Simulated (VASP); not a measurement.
# In (Fd-3m) in VASP: notebook

The runs below take In through single point, with PBEsol.

All numbers are computed with VASP 6.6.1; they aren't measurements. Logs are shortened: lines on timing, memory, paths and dates and some standing lists are left out, and cuts for length are marked.

## (1) The cell of the first run

The structure is cubic, space group Fd-3m (No. 227). Conventional cell: a = 5.538 Å, b = 5.538 Å, c = 5.538 Å, α = 90.00°, β = 90.00°, γ = 90.00°. In (site symmetry -43m) has 4 In at 2.40 Å within 3.2 Å.

This isn't the form of In at room conditions, which is tetragonal.

## (2) Single point, PBEsol (21.23 Å³/atom)

The input, INCAR:

```
SYSTEM = In
  PREC = Accurate
  ENCUT = 520
  EDIFF = 1E-6
  ISMEAR = -1
  SIGMA = 0.08
  LREAL = .False.
  LASPH = .True.
  NELM = 60
  ALGO = Normal
  ISIF = 2
  LWAVE = .False.
  LCHARG = .False.
  GGA = PS
  NBANDS = 20
```

The input, KPOINTS:

```
regular mesh
0
Gamma
  10 10 10
  0 0 0
```

The input, POSCAR:

```
In
1.0
    0.0000000000      2.7690184126      2.7690184126
    2.7690184126      0.0000000000      2.7690184126
    2.7690184126      2.7690184126      0.0000000000
In
2
Direct
   -0.1250000000     -0.1250000000     -0.1250000000
    0.1250000000      0.1250000000      0.1250000000
```

Potentials or basis: VASP PAW PBE potentials, release 64 (In_d).

Launch:

```bash
cat potpaw_PBE.64/In_d/POTCAR > POTCAR
mpirun -np 1 vasp_std > vasp.out
```

OUTCAR:

```text
SYSTEM = In
   PREC = Accurate
   ENCUT = 520
   EDIFF = 1E-6
   ISMEAR = -1
   LREAL = .False.
   LASPH = .True.
   NELM = 60
   ISIF = 2
   GGA = PS

 ion  position               nearest neighbor table
   1  0.875  0.875  0.875-   2 2.40   2 2.40   2 2.40   2 2.40
   2  0.125  0.125  0.125-   1 2.40   1 2.40   1 2.40   1 2.40

  LATTYP: Found a face centered cubic cell.
 ALAT       =     5.5380368252

  Lattice vectors:

 A1 = (   0.0000000000,   2.7690184126,   2.7690184126)
 A2 = (   2.7690184126,   0.0000000000,   2.7690184126)
 A3 = (   2.7690184126,   2.7690184126,   0.0000000000)

Analysis of symmetry for initial positions (statically):
=====================================================================
 Subroutine PRICEL returns:
 Original cell was already a primitive cell.

 Routine SETGRP: Setting up the symmetry group for a
 face centered cubic supercell.

 Subroutine GETGRP returns: Found 48 space group operations
 (whereof 12 operations were pure point group operations)
 out of a pool of 48 trial point group operations.

The static configuration has the point symmetry D_3d.
 The point group associated with its full space group is O_h .

Analysis of symmetry for dynamics (positions and initial velocities):
=====================================================================
 Subroutine PRICEL returns:
 Original cell was already a primitive cell.

 Routine SETGRP: Setting up the symmetry group for a
 face centered cubic supercell.

 Subroutine GETGRP returns: Found 48 space group operations
 (whereof 12 operations were pure point group operations)
 out of a pool of 48 trial point group operations.

The dynamic configuration has the point symmetry D_3d.
 The point group associated with its full space group is O_h .

 Subroutine INISYM returns: Found 48 space group operations
 (whereof 12 operations are pure point group operations),
 and found     1 'primitive' translations

----------------------------------------------------------------------------------------

                                     Primitive cell

  volume of cell :      42.4627

  direct lattice vectors                    reciprocal lattice vectors
     0.000000000  2.769018413  2.769018413    -0.180569402  0.180569402  0.180569402
     2.769018413  0.000000000  2.769018413     0.180569402 -0.180569402  0.180569402
     2.769018413  2.769018413  0.000000000     0.180569402  0.180569402 -0.180569402

  length of vectors
     3.915983394  3.915983394  3.915983394     0.312755379  0.312755379  0.312755379

  position of ions in fractional coordinates (direct lattice)
     0.875000000  0.875000000  0.875000000
     0.125000000  0.125000000  0.125000000

  ion indices of the primitive-cell ions
   primitive index   ion index
                 1           1
                 2           2

----------------------------------------------------------------------------------------

 KPOINTS: regular mesh

Automatic generation of k-mesh.
 Grid dimensions read from file:
 generate k-points for:   10   10   10

 Generating k-lattice:

  Cartesian coordinates                     Fractional coordinates (reciprocal lattice)
    -0.018056940  0.018056940  0.018056940     0.100000000  0.000000000  0.000000000
     0.018056940 -0.018056940  0.018056940     0.000000000  0.100000000  0.000000000
     0.018056940  0.018056940 -0.018056940     0.000000000  0.000000000  0.100000000

  Length of vectors
     0.031275538  0.031275538  0.031275538

  Shift w.r.t. Gamma in fractional coordinates (k-lattice)
     0.000000000  0.000000000  0.000000000

 Subroutine IBZKPT returns following result:
 ===========================================

 Found     47 irreducible k-points:

 Following reciprocal coordinates:
            Coordinates               Weight
  0.000000  0.000000  0.000000      1.000000
  0.100000  0.000000  0.000000      8.000000
  0.200000  0.000000  0.000000      8.000000
  0.300000  0.000000  0.000000      8.000000
  0.400000  0.000000  0.000000      8.000000
  0.500000  0.000000  0.000000      4.000000
[... 16 lines left out ...]
  0.300000  0.300000  0.000000      6.000000
  0.400000  0.300000  0.000000     24.000000
 [... further k-points ...]
   k-points           NKPTS =     47   k-points in BZ     NKDIM =     47   number of bands    NBANDS=     20
   number of dos      NEDOS =    301   number of ions     NIONS =      2
   total plane-waves  NPLWV =  27000
   dimension x,y,z NGX =    30 NGY =   30 NGZ =   30
   dimension x,y,z NGXF=    60 NGYF=   60 NGZF=   60
   ions per type =               2
   NGX,Y,Z   is equivalent  to a cutoff of  12.74, 12.74, 12.74 a.u.
   NGXF,Y,Z  is equivalent  to a cutoff of  25.47, 25.47, 25.47 a.u.
 SYSTEM =  In
   PREC   = accura    normal or accurate (medium, high low for compatibility)
   ISTART =      0    job   : 0-new  1-cont  2-samecut
   ICHARG =      2    charge: 1-file 2-atom 10-const
   ISPIN  =      1    spin polarized calculation?
   LNONCOLLINEAR =      F non collinear calculations
   LSORBIT =      F    spin-orbit coupling
   LASPH  =      T    aspherical Exc in radial PAW
   ENCUT  =  520.0 eV  38.22 Ry    6.18 a.u.   7.28  7.28  7.28*2*pi/ulx,y,z
   NELM   =     60;   NELMIN=  2; NELMDL= -5     # of ELM steps
   EDIFF  = 0.1E-05   stopping-criterion for ELM
   LREAL  =      F    real-space projection
   EDIFFG = 0.1E-04   stopping-criterion for IOM
   NSW    =      0    number of steps for IOM
   IBRION =     -1    ionic relax: 0-MD 1-quasi-New 2-CG
   NFREE  =      0    steps in history (QN), initial steepest desc. (CG)
   ISIF   =      2    stress and relaxation
   ISYM   =      2    0-nonsym 1-usesym 2-fastsym
   POTIM  = 0.5000    time-step for ionic-motion
   TEBEG  =    0.0;   TEEND  =   0.0 temperature during run
   PSTRESS=    0.0 pullay stress
   NELECT =      26.0000    total number of electrons
   NUPDOWN=      -1.0000    fix difference up-down
   EMIN   =  10.00;   EMAX   =-10.00  energy-range for DOS
   EFERMI =   0.00;   METHOD = LEGACY
   ISMEAR =    -1;   SIGMA  =   0.08  broadening in eV -4-tet -1-fermi 0-gaus
   EFERMI_NEDOS =   21; number of points for ismear=-14 and -15
   IALGO  =     38    algorithm
   IMIX   =      4    mixing-type and parameters
     AMIX     =   0.40;   BMIX     =  1.00
     AMIX_MAG =   1.60;   BMIX_MAG =  1.00
  volume/ion in A,a.u.               =      21.23       143.28
  Fermi-wavevector in a.u.,A,eV,Ry     =   1.390156  2.627013 26.293705  1.932533
  Thomas-Fermi vector in A             =   2.514118
   LORBIT       =      0    0 simple, 1 ext, 2 COOP (PROOUT), +10 PAW based schemes
   GGA     = PS    functional components
   LHFCALC =     F    Hartree Fock is set to
   AEXX    =    0.0000 exact exchange contribution
   IVDW    =     0    specifies the selected vdW correction
   LEPSILON=     F    determine dielectric tensor
   LRPA    =     F    only Hartree local field effects (RPA)
 non-spin polarized calculation
  energy-cutoff  :      520.00
  volume of cell :       42.46
 maximum number of plane-waves:      1167
 NGX is ok and might be reduce to    30
   NGX = 15   NGY = 15   NGZ = 15

 number of electron      25.9999995 magnetization

 Free energy of the ion-electron system (eV)
  ---------------------------------------------------
  ext. energy  EPLUGINS =         0.00000000
  ---------------------------------------------------
  free energy    TOTEN  =        -2.41327666 eV

  energy without entropy =       -2.39592913  energy(sigma->0) =       -2.40460289

 E-fermi :   9.4185     XC(G=0): -11.1787

 val. band max:        9.3114981271   @ k =   0.2000   0.0000   0.0000
 cond. band min:       9.4500640390   @ k =   0.4000   0.2000   0.0000
 fundamental gap:      0.1385659120
 Fermi energy:         9.4184840448

 k-point     1 :       0.0000    0.0000    0.0000
  band No.  band energies     occupation
      1      -6.5396      2.00000
      2      -6.5396      2.00000
      3      -6.5396      2.00000
      4      -6.4126      2.00000
      5      -6.4126      2.00000
      6      -5.0323      2.00000
[... 12 lines left out ...]
     19      17.2115      0.00000
     20      19.9760      0.00000

 k-point     2 :       0.1000    0.0000    0.0000
  band No.  band energies     occupation
      1      -6.5939      2.00000
      2      -6.5939      2.00000
      3      -6.5341      2.00000
      4      -6.3391      2.00000
      5      -6.3391      2.00000
      6      -5.0589      2.00000
[... 12 lines left out ...]
     19      18.2965      0.00000
     20      19.5528      0.00000

 k-point     3 :       0.2000    0.0000    0.0000
  band No.  band energies     occupation
      1      -6.6514      2.00000
      2      -6.6514      2.00000
      3      -6.5206      2.00000
      4      -6.2376      2.00000
      5      -6.2376      2.00000
      6      -5.1277      2.00000
[... 12 lines left out ...]
     19      19.0717      0.00000
     20      19.3428      0.00000

 k-point     4 :       0.3000    0.0000    0.0000
  band No.  band energies     occupation
      1      -6.6751      2.00000
      2      -6.6751      2.00000
      3      -6.5052      2.00000
      4      -6.1745      2.00000
      5      -6.1745      2.00000
      6      -5.2116      2.00000
[... 12 lines left out ...]
     19      20.2117      0.00000
     20      20.2117      0.00000

 k-point     5 :       0.4000    0.0000    0.0000
  band No.  band energies     occupation
      1      -6.6739      2.00000
      2      -6.6739      2.00000
      3      -6.4934      2.00000
      4      -6.1586      2.00000
      5      -6.1586      2.00000
      6      -5.2791      2.00000
[... 12 lines left out ...]
     19      21.6101      0.00000
     20      21.6101      0.00000
[... 353 lines left out ...]
      6      -5.4167      2.00000
[... 12 lines left out ...]
     19      19.6653      0.00000
     20      21.3794      0.00000

 k-point    22 :      -0.2000    0.2000    0.0000
  band No.  band energies     occupation
      1      -6.7541      2.00000
      2      -6.7093      2.00000
      3      -6.4139      2.00000
      4      -6.2032      2.00000
      5      -5.9873      2.00000
      6      -5.3283      2.00000
[... 12 lines left out ...]
     19      18.7004      0.00000
     20      21.3395      0.00000

 k-point    23 :       0.3000    0.3000    0.0000
  band No.  band energies     occupation
      1      -6.6916      2.00000
      2      -6.6502      2.00000
      3      -6.6502      2.00000
      4      -6.0538      2.00000
      5      -5.8333      2.00000
      6      -5.7647      2.00000
[... 12 lines left out ...]
     19      23.1817      0.00000
     20      23.2060      0.00000

 k-point    24 :       0.4000    0.3000    0.0000
  band No.  band energies     occupation
      1      -6.7545      2.00000
      2      -6.6750      2.00000
      3      -6.5644      2.00000
      4      -5.9517      2.00000
      5      -5.9441      2.00000
      6      -5.6519      2.00000
[... 12 lines left out ...]
     19      23.1899      0.00000
     20      23.9249      0.00000

 [... further k-points ...]

------------------------ aborting loop because EDIFF is reached ----------------------------------------

  FORCE on cell =-STRESS in cart. coord.  units (eV):
  Direction    XX          YY          ZZ          XY          YZ          ZX
  --------------------------------------------------------------------------------------
  -------------------------------------------------------------------------------------
  Total       13.8177092     13.8177092     13.8177092      0.0000000     -0.0000000     -0.0000000
  in kB      521.3616776    521.3616776    521.3616776      0.0000000     -0.0000000     -0.0000000
  external PRESSURE =     521.3616776 kB  Pullay stress =       0.0000000 kB

 VOLUME and BASIS-vectors are now :
 -----------------------------------------------------------------------------
  energy-cutoff  :      520.00
  volume of cell :       42.46
      direct lattice vectors                 reciprocal lattice vectors
     0.000000000  2.769018413  2.769018413    -0.180569402  0.180569402  0.180569402
     2.769018413  0.000000000  2.769018413     0.180569402 -0.180569402  0.180569402
     2.769018413  2.769018413  0.000000000     0.180569402  0.180569402 -0.180569402

 POSITION                                       TOTAL-FORCE (eV/Angst)
 -----------------------------------------------------------------------------------
      4.84578      4.84578      4.84578         0.000000     -0.000000     -0.000000
      0.69225      0.69225      0.69225        -0.000000      0.000000      0.000000
 -----------------------------------------------------------------------------------
    total drift:                               -0.000000      0.000000      0.000000

  FREE ENERGIE OF THE ION-ELECTRON SYSTEM (eV)
  ---------------------------------------------------
  free  energy   TOTEN  =        -2.4132766571 eV

  energy  without entropy=       -2.3959291302  energy(sigma->0) =       -2.40460289
```

Wall time 65 s (1 thread of AMD EPYC 7R13, shared host); peak memory 0.15 GiB.

What came out:

```yaml
Free_energy: -2.4133 eV
Pressure: 52.1 GPa
Band_gap_on_the_k_mesh: zero (bands 13 and 14 overlap by 6.85 eV)
```

Caveat: the cell stands under pressure; the PAW data sets were made with another functional, which shifts forces and pressure a little; spin-orbit coupling is left out, which moves the levels of the heavy elements.

(Part 1 of 2 ends here.)
